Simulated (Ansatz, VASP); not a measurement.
## Al in VASP and in Ansatz

```xyz
1
Lattice="0.0000 2.1131 1.9561 2.1131 0.0000 1.9561 2.1131 2.1131 0.0000" Properties=species:S:1:pos:R:3 pbc="T T T"
Al    0.0000    0.0000    0.0000
```

Alike in both runs: task single point; functional PBE; dispersion D3(BJ); k mesh 22 × 22 × 22; occupations gaussian, width 0.15 eV; no spin polarisation.

|  | VASP | Ansatz |
| --- | --- | --- |
| version | VASP 6.6.1 | Ansatz 0.2.0 |
| potentials or method | VASP PAW PBE potentials, release 64 (Al), cutoff 520 eV | scalar-relativistic, plane waves, PAW |
| valence electrons in the cell | 3 | 3 |

|  | VASP | Ansatz | Ansatz less VASP |
| --- | --- | --- | --- |
| gap on the k mesh at the Fermi level (eV) | none | none | - |
| pressure (GPa) | -6.6 | -6.6 | +0.01 |
| traceless stress, the component that is largest in VASP (GPa) | 2.24 | 2.25 | +0.008 |

A gap of «none» marks a metal or a gap that the smearing closes.
